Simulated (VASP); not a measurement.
Write the native input for VASP 6.6.1 that does the following.

* Task: single point
* Functional: LDA
* Potentials or basis: VASP PAW LDA potentials, release 64 (In_d, Pd)
* Cutoff: 520 eV
* k mesh: 13 × 13 × 13
* Occupations: fermi-dirac, width 0.03 eV
* Spin: no spin polarisation
* Dipole correction: no
* Further INCAR settings: ALGO = Normal; EDIFF = 1e-07; NBANDS = 18

The structure of InPd lies in POSCAR:

```
InPd
1.0
    3.3042817858      0.0000000000      0.0000000000
    0.0000000000      3.3042817858      0.0000000000
    0.0000000000      0.0000000000      3.3042817858
In Pd
1 1
Direct
    0.0000000000      0.0000000000      0.0000000000
    0.5000000000      0.5000000000      0.5000000000
```

This cell differs from its parent crystal: volume scaled by 1.03.

One way to write it, as run:

INCAR

```
SYSTEM = InPd
ALGO = Normal
EDIFF = 1E-7
ENCUT = 520
GGA = CA
ISIF = 2
ISMEAR = -1
LASPH = .True.
LCHARG = .False.
LREAL = .False.
LWAVE = .False.
NBANDS = 18
NELM = 100
PREC = Accurate
SIGMA = 0.03
```

KPOINTS

```
k-points
0
Gamma
  13 13 13
  0 0 0
```

Potentials or basis: VASP PAW LDA potentials, release 64 (In_d, Pd).

The run is started by

```console
$ cat potpaw_LDA.64/In_d/POTCAR potpaw_LDA.64/Pd/POTCAR > POTCAR
$ mpirun -np 1 vasp_std > vasp.out
```

Results of the run:

```yaml
Pressure: -9.4 GPa
```

It took 63 s on 1 thread of AMD EPYC 7R43 64-Core Processor (Zen 3), on a shared host, peak memory 0.14 GiB.
